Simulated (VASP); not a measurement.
# LiCaCl3 (Pm-3m) in VASP: notebook

The runs below take LiCaCl3 through single point, with PBE.

Program: VASP 6.6.1. These are calculated values, not measurements. Logs are shortened: lines on timing, memory, paths and dates and some standing lists are left out, and cuts for length are marked.

## 1. The cell of the first run

It takes space group Pm-3m (No. 221, cubic). The conventional cell has a = 4.699 Å, b = 4.699 Å, c = 4.699 Å, α = 90.00°, β = 90.00°, γ = 90.00°. Ca (site symmetry m-3m) has 12 Cl at 3.32 Å and 8 Li at 4.07 Å within 4.4 Å. Within 3.1 Å of Li (site symmetry m-3m) lie 6 Cl at 2.35 Å. Within 3.1 Å of Cl (site symmetry 4/mmm) lie 2 Li at 2.35 Å.

## 2. Single point, PBE

The input, INCAR:

```
  PREC = Accurate
  ENCUT = 750
  EDIFF = 1E-6
  ISMEAR = 1
  SIGMA = 0.02
  LREAL = F
  LASPH = T
  NELM = 120
  ALGO = Normal
  ISIF = 2
  LWAVE = F
  LCHARG = T
  GGA = PE
  LELF = T
  LVHAR = T
  NBANDS = 25
  GGA_COMPAT = F
```

The input, KPOINTS:

```
regular mesh
0
Gamma
  4 4 4
```

The input, POSCAR:

```
LiCaCl3
1.0
    4.6994806685      0.0000000000      0.0000000000
    0.0000000000      4.6994806685      0.0000000000
    0.0000000000      0.0000000000      4.6994806685
Ca Li Cl
1 1 3
Direct
    0.0000000000      0.0000000000      0.0000000000
    0.5000000000      0.5000000000      0.5000000000
    0.5000000000      0.5000000000      0.0000000000
    0.0000000000      0.5000000000      0.5000000000
    0.5000000000      0.0000000000      0.5000000000
```

Potentials or basis: VASP PAW PBE potentials, release 64 (Ca_sv, Li_sv, Cl).

The run is started by

```sh
cat potpaw_PBE.64/Ca_sv/POTCAR potpaw_PBE.64/Li_sv/POTCAR potpaw_PBE.64/Cl/POTCAR > POTCAR
mpirun -np 1 vasp_std > vasp.out
```

OUTCAR:

```text
PREC = Accurate
   ENCUT = 750
   EDIFF = 1E-6
   ISMEAR = 1
   LREAL = F
   LASPH = T
   NELM = 120
   ISIF = 2
   GGA = PE

 ion  position               nearest neighbor table
   1  0.000  0.000  0.000-
   2  0.500  0.500  0.500-   3 2.35   4 2.35   5 2.35   3 2.35   5 2.35   4 2.35
   3  0.500  0.500  0.000-   2 2.35   2 2.35
   4  0.000  0.500  0.500-   2 2.35   2 2.35
   5  0.500  0.000  0.500-   2 2.35   2 2.35

  LATTYP: Found a simple cubic cell.
 ALAT       =     4.6994806685

  Lattice vectors:

 A1 = (   4.6994806685,   0.0000000000,   0.0000000000)
 A2 = (   0.0000000000,   4.6994806685,   0.0000000000)
 A3 = (   0.0000000000,   0.0000000000,   4.6994806685)

Analysis of symmetry for initial positions (statically):
=====================================================================
 Subroutine PRICEL returns:
 Original cell was already a primitive cell.

 Routine SETGRP: Setting up the symmetry group for a
 simple cubic supercell.

 Subroutine GETGRP returns: Found 48 space group operations
 (whereof 48 operations were pure point group operations)
 out of a pool of 48 trial point group operations.

The static configuration has the point symmetry O_h .

Analysis of symmetry for dynamics (positions and initial velocities):
=====================================================================
 Subroutine PRICEL returns:
 Original cell was already a primitive cell.

 Routine SETGRP: Setting up the symmetry group for a
 simple cubic supercell.

 Subroutine GETGRP returns: Found 48 space group operations
 (whereof 48 operations were pure point group operations)
 out of a pool of 48 trial point group operations.

The dynamic configuration has the point symmetry O_h .

 Subroutine INISYM returns: Found 48 space group operations
 (whereof 48 operations are pure point group operations),
 and found     1 'primitive' translations

----------------------------------------------------------------------------------------

                                     Primitive cell

  volume of cell :     103.7886

  direct lattice vectors                    reciprocal lattice vectors
     4.699480668  0.000000000  0.000000000     0.212789470  0.000000000  0.000000000
     0.000000000  4.699480668  0.000000000     0.000000000  0.212789470  0.000000000
     0.000000000  0.000000000  4.699480668     0.000000000  0.000000000  0.212789470

  length of vectors
     4.699480668  4.699480668  4.699480668     0.212789470  0.212789470  0.212789470

  position of ions in fractional coordinates (direct lattice)
     0.000000000  0.000000000  0.000000000
     0.500000000  0.500000000  0.500000000
     0.500000000  0.500000000  0.000000000
     0.000000000  0.500000000  0.500000000
     0.500000000  0.000000000  0.500000000

  ion indices of the primitive-cell ions
   primitive index   ion index
                 1           1
                 2           2
                 3           3
                 4           4
                 5           5

----------------------------------------------------------------------------------------

 KPOINTS: regular mesh

Automatic generation of k-mesh.
 Grid dimensions read from file:
 generate k-points for:    4    4    4

 Generating k-lattice:

  Cartesian coordinates                     Fractional coordinates (reciprocal lattice)
     0.053197367  0.000000000  0.000000000     0.250000000  0.000000000  0.000000000
     0.000000000  0.053197367  0.000000000     0.000000000  0.250000000  0.000000000
     0.000000000  0.000000000  0.053197367     0.000000000  0.000000000  0.250000000

  Length of vectors
     0.053197367  0.053197367  0.053197367

  Shift w.r.t. Gamma in fractional coordinates (k-lattice)
     0.000000000  0.000000000  0.000000000

 Subroutine IBZKPT returns following result:
 ===========================================

 Found     10 irreducible k-points:

 Following reciprocal coordinates:
            Coordinates               Weight
  0.000000  0.000000  0.000000      1.000000
  0.250000  0.000000  0.000000      6.000000
  0.500000  0.000000  0.000000      3.000000
  0.250000  0.250000  0.000000     12.000000
  0.500000  0.250000  0.000000     12.000000
  0.500000  0.500000  0.000000      3.000000
  0.250000  0.250000  0.250000      8.000000
  0.500000  0.250000  0.250000     12.000000
  0.500000  0.500000  0.250000      6.000000
  0.500000  0.500000  0.500000      1.000000
   k-points           NKPTS =     10   k-points in BZ     NKDIM =     10   number of bands    NBANDS=     25
   number of dos      NEDOS =    301   number of ions     NIONS =      5
   total plane-waves  NPLWV =  74088
   dimension x,y,z NGX =    42 NGY =   42 NGZ =   42
   dimension x,y,z NGXF=    84 NGYF=   84 NGZF=   84
   ions per type =               1   1   3
   NGX,Y,Z   is equivalent  to a cutoff of  14.86, 14.86, 14.86 a.u.
   NGXF,Y,Z  is equivalent  to a cutoff of  29.72, 29.72, 29.72 a.u.
 SYSTEM =  unknown system
   PREC   = accura    normal or accurate (medium, high low for compatibility)
   ISTART =      0    job   : 0-new  1-cont  2-samecut
   ICHARG =      2    charge: 1-file 2-atom 10-const
   ISPIN  =      1    spin polarized calculation?
   LNONCOLLINEAR =      F non collinear calculations
   LSORBIT =      F    spin-orbit coupling
   LASPH  =      T    aspherical Exc in radial PAW
   ENCUT  =  750.0 eV  55.12 Ry    7.42 a.u.  10.49 10.49 10.49*2*pi/ulx,y,z
   NELM   =    120;   NELMIN=  2; NELMDL= -5     # of ELM steps
   EDIFF  = 0.1E-05   stopping-criterion for ELM
   LREAL  =      F    real-space projection
   EDIFFG = 0.1E-04   stopping-criterion for IOM
   NSW    =      0    number of steps for IOM
   IBRION =     -1    ionic relax: 0-MD 1-quasi-New 2-CG
   NFREE  =      0    steps in history (QN), initial steepest desc. (CG)
   ISIF   =      2    stress and relaxation
   ISYM   =      2    0-nonsym 1-usesym 2-fastsym
   POTIM  = 0.5000    time-step for ionic-motion
   TEBEG  =    0.0;   TEEND  =   0.0 temperature during run
   PSTRESS=    0.0 pullay stress
   NELECT =      34.0000    total number of electrons
   NUPDOWN=      -1.0000    fix difference up-down
   EMIN   =  10.00;   EMAX   =-10.00  energy-range for DOS
   EFERMI =   0.00;   METHOD = LEGACY
   ISMEAR =     1;   SIGMA  =   0.02  broadening in eV -4-tet -1-fermi 0-gaus
   EFERMI_NEDOS =   21; number of points for ismear=-14 and -15
   IALGO  =     38    algorithm
   IMIX   =      4    mixing-type and parameters
     AMIX     =   0.40;   BMIX     =  1.00
     AMIX_MAG =   1.60;   BMIX_MAG =  1.00
  volume/ion in A,a.u.               =      20.76       140.08
  Fermi-wavevector in a.u.,A,eV,Ry     =   1.128543  2.132636 17.328493  1.273608
  Thomas-Fermi vector in A             =   2.265233
   LORBIT       =      0    0 simple, 1 ext, 2 COOP (PROOUT), +10 PAW based schemes
   GGA     = PE    functional components
   LHFCALC =     F    Hartree Fock is set to
   AEXX    =    0.0000 exact exchange contribution
   IVDW    =     0    specifies the selected vdW correction
   LEPSILON=     F    determine dielectric tensor
   LRPA    =     F    only Hartree local field effects (RPA)
 non-spin polarized calculation
 Methfessel and Paxton  Order N= 1 SIGMA  =   0.02
  energy-cutoff  :      750.00
  volume of cell :      103.79
 maximum number of plane-waves:      4945
 NGX is ok and might be reduce to    42
   NGX = 21   NGY = 21   NGZ = 21

 number of electron      33.9999998 magnetization

 Free energy of the ion-electron system (eV)
  ---------------------------------------------------
  ext. energy  EPLUGINS =         0.00000000
  ---------------------------------------------------
  free energy    TOTEN  =       -18.65448078 eV

  energy without entropy =      -18.65453795  energy(sigma->0) =      -18.65449983

 E-fermi :   1.7931     XC(G=0):  -8.9796

 val. band max:        1.7763186311   @ k =   0.5000   0.5000   0.5000
 cond. band min:       5.2290902488   @ k =   0.0000   0.0000   0.0000
 fundamental gap:      3.4527716177
 Fermi energy:         1.7930913462

 k-point     1 :       0.0000    0.0000    0.0000
  band No.  band energies     occupation
      1     -41.2808      2.00000
      2     -39.1726      2.00000
      3     -20.0860      2.00000
      4     -20.0860      2.00000
      5     -20.0860      2.00000
      6     -12.2449      2.00000
[... 17 lines left out ...]
     24      10.3403      0.00000
     25      11.6875      0.00000

 k-point     2 :       0.2500    0.0000    0.0000
  band No.  band energies     occupation
      1     -41.2807      2.00000
      2     -39.1725      2.00000
      3     -20.0918      2.00000
      4     -20.0855      2.00000
      5     -20.0855      2.00000
      6     -12.1006      2.00000
[... 17 lines left out ...]
     24      10.3114      0.00000
     25      10.9646      0.00000

 k-point     3 :       0.5000    0.0000    0.0000
  band No.  band energies     occupation
      1     -41.2806      2.00000
      2     -39.1723      2.00000
      3     -20.0976      2.00000
      4     -20.0850      2.00000
      5     -20.0850      2.00000
      6     -11.8392      2.00000
[... 17 lines left out ...]
     24       8.2325      0.00000
     25      10.8634      0.00000

 k-point     4 :       0.2500    0.2500    0.0000
  band No.  band energies     occupation
      1     -41.2806      2.00000
      2     -39.1724      2.00000
      3     -20.0913      2.00000
      4     -20.0906      2.00000
      5     -20.0850      2.00000
      6     -11.9729      2.00000
[... 17 lines left out ...]
     24      10.0949      0.00000
     25      10.5424      0.00000

 k-point     5 :       0.5000    0.2500    0.0000
  band No.  band energies     occupation
      1     -41.2806      2.00000
      2     -39.1722      2.00000
      3     -20.0964      2.00000
      4     -20.0901      2.00000
      5     -20.0845      2.00000
      6     -11.7347      2.00000
[... 17 lines left out ...]
     24       8.9485      0.00000
     25      10.2598      0.00000

 k-point     6 :       0.5000    0.5000    0.0000
  band No.  band energies     occupation
      1     -41.2805      2.00000
      2     -39.1721      2.00000
      3     -20.0952      2.00000
      4     -20.0952      2.00000
      5     -20.0841      2.00000
      6     -11.4704      2.00000
[... 17 lines left out ...]
     24       9.5732      0.00000
     25       9.9763      0.00000

 k-point     7 :       0.2500    0.2500    0.2500
  band No.  band energies     occupation
      1     -41.2806      2.00000
      2     -39.1722      2.00000
      3     -20.0908      2.00000
      4     -20.0897      2.00000
      5     -20.0897      2.00000
      6     -11.8645      2.00000
[... 17 lines left out ...]
     24       8.9386      0.00000
     25      10.5662      0.00000

 k-point     8 :       0.5000    0.2500    0.2500
  band No.  band energies     occupation
      1     -41.2805      2.00000
      2     -39.1721      2.00000
      3     -20.0952      2.00000
      4     -20.0896      2.00000
      5     -20.0889      2.00000
      6     -11.6573      2.00000
[... 17 lines left out ...]
     24       9.7807      0.00000
     25       9.9970      0.00000

 k-point     9 :       0.5000    0.5000    0.2500
  band No.  band energies     occupation
      1     -41.2804      2.00000
      2     -39.1719      2.00000
      3     -20.0940      2.00000
      4     -20.0940      2.00000
      5     -20.0884      2.00000
      6     -11.4641      2.00000
[... 17 lines left out ...]
     24      10.5834      0.00000
     25      10.5834      0.00000

 k-point    10 :       0.5000    0.5000    0.5000
  band No.  band energies     occupation
      1     -41.2804      2.00000
      2     -39.1718      2.00000
      3     -20.0928      2.00000
      4     -20.0928      2.00000
      5     -20.0928      2.00000
      6     -11.4577      2.00000
[... 17 lines left out ...]
     24      10.3030      0.00000
     25      10.3030      0.00000

------------------------ aborting loop because EDIFF is reached ----------------------------------------

  FORCE on cell =-STRESS in cart. coord.  units (eV):
  Direction    XX          YY          ZZ          XY          YZ          ZX
  --------------------------------------------------------------------------------------
  -------------------------------------------------------------------------------------
  Total        0.4677002      0.4677002      0.4677002     -0.0000000      0.0000000     -0.0000000
  in kB        7.2198554      7.2198554      7.2198554     -0.0000000      0.0000000     -0.0000000
  external PRESSURE =       7.2198554 kB  Pullay stress =       0.0000000 kB

 VOLUME and BASIS-vectors are now :
 -----------------------------------------------------------------------------
  energy-cutoff  :      750.00
  volume of cell :      103.79
      direct lattice vectors                 reciprocal lattice vectors
     4.699480668  0.000000000  0.000000000     0.212789470  0.000000000  0.000000000
     0.000000000  4.699480668  0.000000000     0.000000000  0.212789470  0.000000000
     0.000000000  0.000000000  4.699480668     0.000000000  0.000000000  0.212789470

 POSITION                                       TOTAL-FORCE (eV/Angst)
 -----------------------------------------------------------------------------------
      0.00000      0.00000      0.00000         0.000000      0.000000      0.000000
      2.34974      2.34974      2.34974         0.000000      0.000000      0.000000
      2.34974      2.34974      0.00000         0.000000      0.000000      0.000000
      0.00000      2.34974      2.34974         0.000000      0.000000      0.000000
      2.34974      0.00000      2.34974         0.000000      0.000000      0.000000
 -----------------------------------------------------------------------------------
    total drift:                                0.000000     -0.000000      0.000000

  FREE ENERGIE OF THE ION-ELECTRON SYSTEM (eV)
  ---------------------------------------------------
  free  energy   TOTEN  =       -18.6544807765 eV

  energy  without entropy=      -18.6545379461  energy(sigma->0) =      -18.65449983
```

It took 69 s on 1 thread of Intel Xeon 8259CL, shared host; peak memory 0.28 GiB.

What came out:

```yaml
Free_energy: -18.6545 eV
Pressure: 0.7 GPa
Band_gap_on_the_k_mesh: 3.45 eV, indirect (least direct gap 3.70 eV)
```

Levels at points of the mesh, in eV from the valence-band top:
| k point | band 13 | band 14 | band 15 | band 16 | band 17 | band 18 | band 19 | band 20 | band 21 | band 22 |
| --- | --- | --- | --- | --- | --- | --- | --- | --- | --- | --- |
| (0.00, 0.00, 0.00) | -1.02 | -1.02 | -0.25 | -0.25 | -0.25 | 3.45 | 3.71 | 3.71 | 4.28 | 4.28 |
| (0.50, 0.00, 0.00) | -1.58 | -1.58 | -1.56 | -0.56 | -0.56 | 4.42 | 4.48 | 4.76 | 5.24 | 5.24 |
| (0.50, 0.50, 0.00) | -1.77 | -1.70 | -1.70 | -0.22 | -0.08 | 4.61 | 4.65 | 5.14 | 5.24 | 5.24 |
| (0.50, 0.50, 0.50) | -0.19 | -0.19 | 0.00 | 0.00 | 0.00 | 4.18 | 4.40 | 4.40 | 4.40 | 4.87 |

## 3. Single point, PBE

This run uses another cell than the first one, of 21.18 Å³/atom, 1.020 times its volume.

The input, INCAR:

```
ALGO = Normal
EDIFF = 1E-6
ENCUT = 750
GGA = PE
GGA_COMPAT = F
ISIF = 2
ISMEAR = 1
LASPH = T
LCHARG = T
LELF = T
LREAL = F
LVHAR = T
LWAVE = F
NBANDS = 25
NELM = 120
PREC = Accurate
SIGMA = 0.02
```

The input, KPOINTS:

```
k-points
0
Gamma
  4 4 4
```

POSCAR, as its differences from that of step 2:

```diff
@@ -2,5 +2,5 @@
 1.0
-    4.6994806685      0.0000000000      0.0000000000
-    0.0000000000      4.6994806685      0.0000000000
-    0.0000000000      0.0000000000      4.6994806685
+    4.7312348795      0.0000000000      0.0000000000
+    0.0000000000      4.7312348795      0.0000000000
+    0.0000000000      0.0000000000      4.7312348795
 Ca Li Cl
```

Potentials or basis: VASP PAW PBE potentials, release 64 (Ca_sv, Li_sv, Cl).

The run is started by

```sh
cat potpaw_PBE.64/Ca_sv/POTCAR potpaw_PBE.64/Li_sv/POTCAR potpaw_PBE.64/Cl/POTCAR > POTCAR
mpirun -np 1 vasp_std > vasp.out
```

It took 70 s on 1 thread of Intel Xeon 8259CL, shared host; peak memory 0.27 GiB.

It converged, with:

```yaml
Free_energy: -18.6593 eV
Pressure: 0.0 GPa
Band_gap_on_the_k_mesh: 3.40 eV, indirect (least direct gap 3.64 eV)
```

Levels at points of the mesh, in eV from the valence-band top:
```csv
k point,band 13,band 14,band 15,band 16,band 17,band 18,band 19,band 20,band 21,band 22
"(0.00, 0.00, 0.00)",-0.98,-0.98,-0.24,-0.24,-0.24,3.40,3.70,3.70,4.26,4.26
"(0.50, 0.00, 0.00)",-1.53,-1.53,-1.50,-0.54,-0.54,4.38,4.44,4.70,5.16,5.16
"(0.50, 0.50, 0.00)",-1.72,-1.64,-1.64,-0.21,-0.07,4.57,4.59,5.07,5.16,5.16
"(0.50, 0.50, 0.50)",-0.18,-0.18,0.00,0.00,0.00,4.16,4.36,4.36,4.36,4.81
```

A k mesh can miss the band edges. As with any semilocal functional, this PBE gap is likely too small.

## 4. Single point, PBE

This run uses another cell than the first one, of 21.18 Å³/atom, 1.020 times its volume.

The input, INCAR:

```
SYSTEM = LiCaCl3
PREC = Accurate ; ENCUT = 750
EDIFF = 1E-6 ; ISMEAR = 1
SIGMA = 0.02 ; LREAL = .FALSE.
LASPH = .TRUE. ; NELM = 120
ALGO = Normal ; ISIF = 2
LWAVE = .FALSE. ; LCHARG = .TRUE.
GGA = PE ; LELF = .TRUE.
LVHAR = .TRUE. ; NBANDS = 25
GGA_COMPAT = .FALSE.
```

The input, KPOINTS:

```
Automatic mesh
0
G
  4 4 4
  0 0 0
```

POSCAR is that of step 3.

The run is started by

```sh
cat potpaw_PBE.64/Ca_sv/POTCAR potpaw_PBE.64/Li_sv/POTCAR potpaw_PBE.64/Cl/POTCAR > POTCAR
mpirun -np 1 vasp_std > vasp.out
```

Wall time 68 s (1 thread of Intel Xeon 8259CL, shared host); peak memory 0.27 GiB.

Results (log left out):

* Free energy: -18.6593 eV
* Pressure: 0.0 GPa
* Band gap on the k mesh: 3.40 eV, indirect (least direct gap 3.64 eV)

Levels at points of the mesh, in eV from the valence-band top:
```tsv
k point	band 15	band 16	band 17	band 18	band 19	band 20
(0.00, 0.00, 0.00)	-0.24	-0.24	-0.24	3.40	3.70	3.70
(0.50, 0.00, 0.00)	-1.50	-0.54	-0.54	4.38	4.44	4.70
(0.50, 0.50, 0.00)	-1.64	-0.21	-0.07	4.57	4.59	5.07
(0.50, 0.50, 0.50)	0.00	0.00	0.00	4.16	4.36	4.36
```

(Part 1 of 2 ends here.)
